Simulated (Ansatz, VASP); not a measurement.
CaBr: VASP beside Ansatz

The input POSCAR:

```
CaBr
1.0
    4.0841480343      0.0000000000      0.0000000000
   -2.0420740171      3.5369759505      0.0000000000
    0.0000000000      0.0000000000      9.6721260000
Br Ca
2 2
Direct
    0.6666666667      0.3333333333      0.5344880000
    0.3333333333      0.6666666667      0.0344880000
    0.6666666667      0.3333333333      0.8405120000
    0.3333333333      0.6666666667      0.3405120000
```

The input INCAR.step1:

```
PREC = Accurate
ENCUT = 400
EDIFF = 1E-5
ISMEAR = -1
SIGMA = 0.05
LREAL = False
LASPH = True
NELM = 120
ALGO = Normal
ISIF = 2
LWAVE = True
LCHARG = False
GGA = PE
NBANDS = 25
GGA_COMPAT = False
```

INCAR.step2

```
PREC = Accurate
ENCUT = 400
EDIFF = 1E-6
ISMEAR = -1
SIGMA = 0.05
LREAL = False
LASPH = True
NELM = 120
ALGO = Normal
ISIF = 2
LWAVE = False
LCHARG = False
GGA = PE
LHFCALC = True
AEXX = 0.1
PRECFOCK = Normal
ISTART = 1
NBANDS = 25
GGA_COMPAT = False
```

KPOINTS

```
regular mesh
0
Gamma
  4 4 2
```

input.yaml

```yaml
crystal:
  lattice:
    - [4.0841480343, 0.0, 0.0]
    - [-2.0420740171, 3.5369759505, 0.0]
    - [0.0, 0.0, 9.672126]
  atoms:
    - { symbol: Br, position: [0.6666666667, 0.3333333333, 0.534488] }
    - { symbol: Br, position: [0.3333333333, 0.6666666667, 0.034488] }
    - { symbol: Ca, position: [0.6666666667, 0.3333333333, 0.840512] }
    - { symbol: Ca, position: [0.3333333333, 0.6666666667, 0.340512] }
hamiltonian:
  xc: { exchange: pbe, correlation: pbe, exx: { coeff: 0.1 } }
  pseudopotentials: { kind: paw }
kpoints:
  mp_grid: { grid: [4, 4, 2] }
scf:
  occupations: { method: fermi_dirac, width: 0.05 }
output:
  forces: true
  stress: true
  eigenvalues: true
  write_density: true
  write_potential: true
  elf: true
  volumetric_format: npy
```

Alike in both runs: task single point; functional PBE-based global hybrid; k mesh 4 × 4 × 2; occupations fermi-dirac, width 0.05 eV; no spin polarisation.

|  | VASP | Ansatz |
| --- | --- | --- |
| version | VASP 6.6.1 | Ansatz 0.2.0 |
| potentials or method | VASP PAW PBE potentials, release 64 (Br, Ca_sv) | Ansatz PAW |
| plane-wave cutoff (eV) | 400 | 420 |
| valence electrons in the cell | 34 | 34 |

VASP gave:

* gap on the k mesh at the Fermi level (eV): none
* pressure (GPa): 0.6
* traceless stress, the component that is largest in VASP (GPa): 0.71
* rms of the force components (eV/Å): 0.101

Which values does Ansatz return?

gap on the k mesh at the Fermi level (eV): none; pressure (GPa): 0.6; traceless stress, the component that is largest in VASP (GPa): 0.68; rms of the force components (eV/Å): 0.098.

VASP's potentials were made for PBE, not for PBE-based global hybrid. Atom by atom the forces differ by 0.003 eV/Å (rms over components). A gap of «none» marks a metal or a gap that the smearing closes. The functional is the same, so the differences come from potentials, cutoffs and numerics.

The k mesh is coarse, so the values compare programs but aren't converged.
